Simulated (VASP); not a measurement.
A run of VASP 6.6.1:

INCAR

```
PREC = Accurate
ENCUT = 520
EDIFF = 1E-6
ISMEAR = 0
SIGMA = 0.15
LREAL = False
LASPH = True
NELM = 100
ALGO = Normal
ISIF = 2
LWAVE = False
LCHARG = False
GGA = PE
NBANDS = 15
```

The input KPOINTS:

```
regular mesh
0
Gamma
  18 18 18
```

POSCAR

```
ZrC
1.0
    0.0000000000      2.3502100000      2.3149568500
    2.3502100000      0.0000000000      2.3149568500
    2.3502100000      2.3502100000      0.0000000000
Zr C
1 1
Direct
    0.5000000000      0.5000000000      0.5000000000
    0.0000000000      0.0000000000      0.0000000000
```

Potentials or basis: VASP PAW PBE potentials, release 64 (Zr_sv, C).

Command:

```sh
$ cat potpaw_PBE.64/Zr_sv/POTCAR potpaw_PBE.64/C/POTCAR > POTCAR
$ mpirun -np 1 vasp_std > vasp.out
```

Hardware: 1 thread of Intel(R) Xeon(R) Platinum 8259CL CPU @ 2.50GHz (Skylake/Cascade Lake) (shared host).

How long does it take, and how much memory?

Run time: 3.7 min on 1 thread of Intel(R) Xeon(R) Platinum 8259CL CPU @ 2.50GHz (Skylake/Cascade Lake), on a shared host, peak memory 0.31 GiB. Counts: scf iterations 14, k points 480.
